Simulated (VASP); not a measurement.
# P (Pm-3m) in VASP: further runs

The runs below take P through single point, with PBEsol+D3(BJ).

Everything below comes from runs of VASP 6.6.1. Logs are shortened: lines on timing, memory, paths and dates and some standing lists are left out, and cuts for length are marked.

### Step 1. The cell of the first run

It takes space group Pm-3m (No. 221, cubic). Conventional cell: a = 1.948 Å, b = 1.948 Å, c = 1.948 Å, α = 90.00°, β = 90.00°, γ = 90.00°. Within 2.6 Å of P (site symmetry m-3m) lie 6 P at 1.95 Å.

This isn't the form of P at room conditions, which is orthorhombic.

### Step 2. Single point, PBEsol+D3(BJ)

File INCAR:

```
PREC = Accurate
ENCUT = 500
EDIFF = 1E-6
ISMEAR = 0
SIGMA = 0.1
LREAL = F
LASPH = T
NELM = 120
ALGO = Normal
ISIF = 2
LWAVE = F
LCHARG = F
GGA = PS
IVDW = 12
NBANDS = 8
GGA_COMPAT = F
```

File KPOINTS:

```
regular mesh
0
Gamma
  20 20 20
```

File POSCAR:

```
P
1.0
    1.9481993445      0.0000000000      0.0000000000
    0.0000000000      1.9481993445      0.0000000000
    0.0000000000      0.0000000000      1.9481993445
P
1
Direct
    0.0000000000      0.0000000000      0.0000000000
```

Potentials or basis: VASP PAW PBE potentials, release 64 (P).

Command:

```console
$ cat potpaw_PBE.64/P/POTCAR > POTCAR
$ mpirun -np 1 vasp_std > vasp.out
```

OUTCAR:

```text
PREC = Accurate
   ENCUT = 500
   EDIFF = 1E-6
   ISMEAR = 0
   LREAL = F
   LASPH = T
   NELM = 120
   ISIF = 2
   GGA = PS
   IVDW = 12
 IVDW          = 12

 ion  position               nearest neighbor table
   1  0.000  0.000  0.000-

  LATTYP: Found a simple cubic cell.
 ALAT       =     1.9481993445

  Lattice vectors:

 A1 = (   1.9481993445,   0.0000000000,   0.0000000000)
 A2 = (   0.0000000000,   1.9481993445,   0.0000000000)
 A3 = (   0.0000000000,   0.0000000000,   1.9481993445)

Analysis of symmetry for initial positions (statically):
=====================================================================
 Subroutine PRICEL returns:
 Original cell was already a primitive cell.

 Routine SETGRP: Setting up the symmetry group for a
 simple cubic supercell.

 Subroutine GETGRP returns: Found 48 space group operations
 (whereof 48 operations were pure point group operations)
 out of a pool of 48 trial point group operations.

The static configuration has the point symmetry O_h .

Analysis of symmetry for dynamics (positions and initial velocities):
=====================================================================
 Subroutine PRICEL returns:
 Original cell was already a primitive cell.

 Routine SETGRP: Setting up the symmetry group for a
 simple cubic supercell.

 Subroutine GETGRP returns: Found 48 space group operations
 (whereof 48 operations were pure point group operations)
 out of a pool of 48 trial point group operations.

The dynamic configuration has the point symmetry O_h .

 Subroutine INISYM returns: Found 48 space group operations
 (whereof 48 operations are pure point group operations),
 and found     1 'primitive' translations

----------------------------------------------------------------------------------------

                                     Primitive cell

  volume of cell :       7.3944

  direct lattice vectors                    reciprocal lattice vectors
     1.948199345  0.000000000  0.000000000     0.513294496  0.000000000  0.000000000
     0.000000000  1.948199345  0.000000000     0.000000000  0.513294496  0.000000000
     0.000000000  0.000000000  1.948199345     0.000000000  0.000000000  0.513294496

  length of vectors
     1.948199345  1.948199345  1.948199345     0.513294496  0.513294496  0.513294496

  position of ions in fractional coordinates (direct lattice)
     0.000000000  0.000000000  0.000000000

  ion indices of the primitive-cell ions
   primitive index   ion index
                 1           1

----------------------------------------------------------------------------------------

 KPOINTS: regular mesh

Automatic generation of k-mesh.
 Grid dimensions read from file:
 generate k-points for:   20   20   20

 Generating k-lattice:

  Cartesian coordinates                     Fractional coordinates (reciprocal lattice)
     0.025664725  0.000000000  0.000000000     0.050000000  0.000000000  0.000000000
     0.000000000  0.025664725  0.000000000     0.000000000  0.050000000  0.000000000
     0.000000000  0.000000000  0.025664725     0.000000000  0.000000000  0.050000000

  Length of vectors
     0.025664725  0.025664725  0.025664725

  Shift w.r.t. Gamma in fractional coordinates (k-lattice)
     0.000000000  0.000000000  0.000000000

 Subroutine IBZKPT returns following result:
 ===========================================

 Found    286 irreducible k-points:

 Following reciprocal coordinates:
            Coordinates               Weight
  0.000000  0.000000  0.000000      1.000000
  0.050000  0.000000  0.000000      6.000000
  0.100000  0.000000  0.000000      6.000000
  0.150000  0.000000  0.000000      6.000000
  0.200000  0.000000  0.000000      6.000000
  0.250000  0.000000  0.000000      6.000000
[... 16 lines left out ...]
  0.150000  0.100000  0.000000     24.000000
  0.200000  0.100000  0.000000     24.000000
 [... further k-points ...]
   k-points           NKPTS =    286   k-points in BZ     NKDIM =    286   number of bands    NBANDS=      8
   number of dos      NEDOS =    301   number of ions     NIONS =      1
   total plane-waves  NPLWV =   2744
   dimension x,y,z NGX =    14 NGY =   14 NGZ =   14
   dimension x,y,z NGXF=    28 NGYF=   28 NGZF=   28
   ions per type =               1
   NGX,Y,Z   is equivalent  to a cutoff of  11.95, 11.95, 11.95 a.u.
   NGXF,Y,Z  is equivalent  to a cutoff of  23.89, 23.89, 23.89 a.u.
 SYSTEM =  unknown system
   PREC   = accura    normal or accurate (medium, high low for compatibility)
   ISTART =      0    job   : 0-new  1-cont  2-samecut
   ICHARG =      2    charge: 1-file 2-atom 10-const
   ISPIN  =      1    spin polarized calculation?
   LNONCOLLINEAR =      F non collinear calculations
   LSORBIT =      F    spin-orbit coupling
   LASPH  =      T    aspherical Exc in radial PAW
   ENCUT  =  500.0 eV  36.75 Ry    6.06 a.u.   3.55  3.55  3.55*2*pi/ulx,y,z
   NELM   =    120;   NELMIN=  2; NELMDL= -5     # of ELM steps
   EDIFF  = 0.1E-05   stopping-criterion for ELM
   LREAL  =      F    real-space projection
   EDIFFG = 0.1E-04   stopping-criterion for IOM
   NSW    =      0    number of steps for IOM
   IBRION =     -1    ionic relax: 0-MD 1-quasi-New 2-CG
   NFREE  =      0    steps in history (QN), initial steepest desc. (CG)
   ISIF   =      2    stress and relaxation
   ISYM   =      2    0-nonsym 1-usesym 2-fastsym
   POTIM  = 0.5000    time-step for ionic-motion
   TEBEG  =    0.0;   TEEND  =   0.0 temperature during run
   PSTRESS=    0.0 pullay stress
   NELECT =       5.0000    total number of electrons
   NUPDOWN=      -1.0000    fix difference up-down
   EMIN   =  10.00;   EMAX   =-10.00  energy-range for DOS
   EFERMI =   0.00;   METHOD = LEGACY
   ISMEAR =     0;   SIGMA  =   0.10  broadening in eV -4-tet -1-fermi 0-gaus
   EFERMI_NEDOS =   21; number of points for ismear=-14 and -15
   IALGO  =     38    algorithm
   IMIX   =      4    mixing-type and parameters
     AMIX     =   0.40;   BMIX     =  1.00
     AMIX_MAG =   1.60;   BMIX_MAG =  1.00
  volume/ion in A,a.u.               =       7.39        49.90
  Fermi-wavevector in a.u.,A,eV,Ry     =   1.436916  2.715378 28.092332  2.064728
  Thomas-Fermi vector in A             =   2.556052
   LORBIT       =      0    0 simple, 1 ext, 2 COOP (PROOUT), +10 PAW based schemes
   GGA     = PS    functional components
   LHFCALC =     F    Hartree Fock is set to
   AEXX    =    0.0000 exact exchange contribution
   IVDW    =    12    specifies the selected vdW correction
   LEPSILON=     F    determine dielectric tensor
   LRPA    =     F    only Hartree local field effects (RPA)
 non-spin polarized calculation
 Gauss-broadening in eV      SIGMA  =   0.10
  energy-cutoff  :      500.00
  volume of cell :        7.39
 maximum number of plane-waves:       197
   NGX =  7   NGY =  7   NGZ =  7

 number of electron       5.0000003 magnetization

 Free energy of the ion-electron system (eV)
  ---------------------------------------------------
  ext. energy  EPLUGINS =         0.00000000
  ---------------------------------------------------
  free energy    TOTEN  =        -1.88462027 eV

  energy without entropy =       -1.88258809  energy(sigma->0) =       -1.88360418

 E-fermi :  21.4329     XC(G=0): -14.5297

 val. band max:       21.4320772160   @ k =   0.3500   0.2500   0.1500
 cond. band min:      21.4406281641   @ k =   0.1500   0.0500   0.0000
 fundamental gap:      0.0085509481
 Fermi energy:        21.4329091755

 k-point     1 :       0.0000    0.0000    0.0000
  band No.  band energies     occupation
      1      -3.2831      2.00000
      2      27.5802      0.00000
      3      27.5802      0.00000
      4      31.9712      0.00000
      5      31.9712      0.00000
      6      31.9712      0.00000
      7      46.7139      0.00000
      8      58.5579      0.00000

 k-point     2 :       0.0500    0.0000    0.0000
  band No.  band energies     occupation
      1      -3.1899      2.00000
      2      26.2996      0.00000
      3      27.6574      0.00000
      4      32.0451      0.00000
      5      32.0451      0.00000
      6      33.1590      0.00000
      7      46.9957      0.00000
      8      57.7924      0.00000

 k-point     3 :       0.1000    0.0000    0.0000
  band No.  band energies     occupation
      1      -2.9107      2.00000
      2      23.9461      0.00000
      3      27.8869      0.00000
      4      32.2668      0.00000
      5      32.2668      0.00000
      6      35.2189      0.00000
      7      47.8459      0.00000
      8      55.9617      0.00000

 k-point     4 :       0.1500    0.0000    0.0000
  band No.  band energies     occupation
      1      -2.4463      2.00000
      2      21.4078      1.27784
      3      28.2622      0.00000
      4      32.6370      0.00000
      5      32.6370      0.00000
      6      37.2400      0.00000
      7      49.2530      0.00000
      8      53.7102      0.00000

 k-point     5 :       0.2000    0.0000    0.0000
  band No.  band energies     occupation
      1      -1.7985      2.00000
      2      18.8697      2.00000
      3      28.7711      0.00000
      4      33.1561      0.00000
      5      33.1561      0.00000
      6      39.0501      0.00000
      7      51.1219      0.00000
      8      51.3643      0.00000
[... 177 lines left out ...]
 k-point    22 :       0.1000    0.1000    0.0000
  band No.  band energies     occupation
      1      -2.5390      2.00000
      2      23.3615      0.00000
      3      25.4966      0.00000
      4      32.5622      0.00000
      5      33.3198      0.00000
      6      37.5384      0.00000
      7      48.6692      0.00000
      8      52.9270      0.00000

 k-point    23 :       0.1500    0.1000    0.0000
  band No.  band energies     occupation
      1      -2.0755      2.00000
      2      21.4601      0.70092
      3      25.3204      0.00000
      4      32.9318      0.00000
      5      33.8202      0.00000
      6      39.5150      0.00000
      7      49.3121      0.00000
      8      51.0291      0.00000

 k-point    24 :       0.2000    0.1000    0.0000
  band No.  band energies     occupation
      1      -1.4291      2.00000
      2      19.0842      2.00000
      3      25.7335      0.00000
      4      33.4502      0.00000
      5      34.3548      0.00000
      6      41.3618      0.00000
      7      47.7502      0.00000
      8      51.5151      0.00000

 [... further k-points ...]

------------------------ aborting loop because EDIFF is reached ----------------------------------------

 Edisp (eV)   -0.77713

 E8    (eV) :    -0.4625

  FORCE on cell =-STRESS in cart. coord.  units (eV):
  Direction    XX          YY          ZZ          XY          YZ          ZX
  --------------------------------------------------------------------------------------
  -------------------------------------------------------------------------------------
  Total      13.97080    13.97080    13.97080     0.00000     0.00000    -0.00000
  in kB    3027.13443  3027.13443  3027.13443     0.00000     0.00000    -0.00000
  external pressure =     3027.13 kB  Pullay stress =        0.00 kB

 VOLUME and BASIS-vectors are now :
 -----------------------------------------------------------------------------
  energy-cutoff  :      500.00
  volume of cell :        7.39
      direct lattice vectors                 reciprocal lattice vectors
     1.948199345  0.000000000  0.000000000     0.513294496  0.000000000  0.000000000
     0.000000000  1.948199345  0.000000000     0.000000000  0.513294496  0.000000000
     0.000000000  0.000000000  1.948199345     0.000000000  0.000000000  0.513294496

 POSITION                                       TOTAL-FORCE (eV/Angst)
 -----------------------------------------------------------------------------------
      0.00000      0.00000      0.00000         0.000000      0.000000      0.000000
 -----------------------------------------------------------------------------------
    total drift:                                0.000000      0.000000      0.000000

  FREE ENERGIE OF THE ION-ELECTRON SYSTEM (eV)
  ---------------------------------------------------
  free  energy   TOTEN  =        -2.6617498221 eV

  energy  without entropy=       -2.6597176399  energy(sigma->0) =       -2.66073373
```

Run time: 7 s. Hardware: 1 thread of AMD EPYC 7R13 (Zen 3), shared host; peak memory 0.09 GiB.

Results:

- Free energy: -2.6617 eV
- Pressure: 302.7 GPa
- Band gap on the k mesh: zero (an odd number of electrons rules out a gap without spin polarisation)
- Dispersion energy per atom: -0.777 eV

Levels at points of the mesh, in eV from the Fermi level:
| k point | band 1 | band 2 | band 3 | band 4 | band 5 | band 6 | band 7 |
| --- | --- | --- | --- | --- | --- | --- | --- |
| (0.00, 0.00, 0.00) | -24.72 | 6.15 | 6.15 | 10.54 | 10.54 | 10.54 | 25.28 |
| (0.50, 0.00, 0.00) | -15.92 | -15.37 | 10.70 | 17.64 | 17.64 | 18.49 | 18.49 |
| (0.50, 0.50, 0.00) | -8.45 | -8.45 | -5.81 | -4.04 | 23.21 | 23.21 | 25.13 |
| (0.50, 0.50, 0.50) | -1.76 | -1.76 | -1.76 | 2.19 | 2.19 | 2.19 | 10.88 |

Caveat: the cell stands under pressure; the PAW data sets were made with another functional, which shifts forces and pressure a little; an odd number of electrons without spin polarisation forces a metal; a magnetic or distorted state may lie lower.

(Continued in part 2 of 2.)

The gap in the log of VASP goes by the Fermi energy; the results here count the filled bands.